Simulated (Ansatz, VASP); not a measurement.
# Two plane-wave programs on CsPbBr3

```xyz
5
Lattice="5.8700 0.0000 0.0000 0.0000 5.8700 0.0000 0.0000 0.0000 5.6939" Properties=species:S:1:pos:R:3 pbc="T T T"
Cs    0.0000    0.0000    0.0000
Pb    2.9350    2.9350    2.8470
Br    0.0000    2.9350    2.8470
Br    2.9350    0.0000    2.8470
Br    2.9350    2.9350    0.0000
```

Change from the starting cell: strain +0.000 along x and y, -0.030 along z, atoms carried along.

Alike in both runs: task single point; functional PBEsol; k mesh 6 × 6 × 6; occupations gaussian, width 0.05 eV; no spin polarisation.

|  | VASP | Ansatz |
| --- | --- | --- |
| version | VASP 6.6.1 | Ansatz 0.2.0 |
| potentials or method | VASP PAW PBE potentials, release 64 (Cs_sv, Pb_d, Br), cutoff 520 eV | scalar-relativistic, plane waves, PAW |
| valence electrons in the cell | 44 | 44 |

Ansatz gave:

| Item | Value |
| --- | --- |
| gap on the k mesh at the Fermi level (eV) | 1.20 |
| least direct gap on the mesh (eV) | 1.20 |
| pressure (GPa) | 0.8 |
| traceless stress, the component that is largest in VASP (GPa) | 1.11 |

**Question.** Which values does VASP return?

**Answer.** gap on the k mesh at the Fermi level (eV): 1.20; least direct gap on the mesh (eV): 1.20; pressure (GPa): 0.8; traceless stress, the component that is largest in VASP (GPa): 1.12.

VASP's potentials were made for PBE, not for PBEsol.

Neither program's run includes spin-orbit coupling.
